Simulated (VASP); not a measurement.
Wanted: the native input for a VASP 6.6.1 run.

```yaml
Task: single point
Functional: LDA
Potentials_or_basis: VASP PAW LDA potentials, release 64 (Al, O)
Cutoff: 520 eV
k_mesh: 9 × 9 × 1
Occupations: gaussian, width 0.1 eV
Spin: no spin polarisation
Dipole_correction: yes
Further_INCAR_settings: ALGO = Normal; EDIFF = 1e-06; NBANDS = 16
```

The structure of Al3O lies in POSCAR:

```
Al3O
1.0
    2.8168432364      0.0000000000      0.0000000000
    0.0000000000      2.8168432364      0.0000000000
    0.0000000000      0.0000000000     21.1042970937
Al O
3 1
Direct
    0.5000000000      0.5000000000      0.1895348602
    0.0000000000      0.0000000000      0.2867549192
    0.5000000000      0.5000000000      0.3840117042
    0.6666666667      0.6666666667      0.5228459894
```

One way to write it, as run:

INCAR

```
PREC     = Accurate       # precision mode
ENCUT    = 520            # plane-wave cutoff, eV
EDIFF    = 1E-6           # SCF threshold, eV
ISMEAR   = 0              # smearing method
SIGMA    = 0.1            # smearing width, eV
LREAL    = False          # projectors in reciprocal space
LASPH    = True           # aspherical terms in the spheres
NELM     = 100            # most SCF steps
ALGO     = Normal         # electronic algorithm
ISIF     = 2              # what is computed and relaxed
LWAVE    = False          # write WAVECAR
LCHARG   = False          # write CHGCAR
LDIPOL   = True         
IDIPOL   = 3            
DIPOL    = 0.5 0.5 0.346
NBANDS   = 16             # bands
```

KPOINTS

```
regular mesh
0
Gamma
  9 9 1
```

Potentials or basis: VASP PAW LDA potentials, release 64 (Al, O).

Command:

```console
$ cat potpaw_LDA.64/Al/POTCAR potpaw_LDA.64/O/POTCAR > POTCAR
$ mpirun -np 1 vasp_std > vasp.out
```

It gave:

```yaml
Largest_force: 1.595 eV/Å
```

Caveat: an odd number of electrons without spin polarisation forces a metal; a magnetic or distorted state may lie lower.

Wall time 48 s on 1 thread of Intel(R) Xeon(R) 6975P-C (Granite Rapids), with other jobs on the host, peak memory 0.24 GiB.
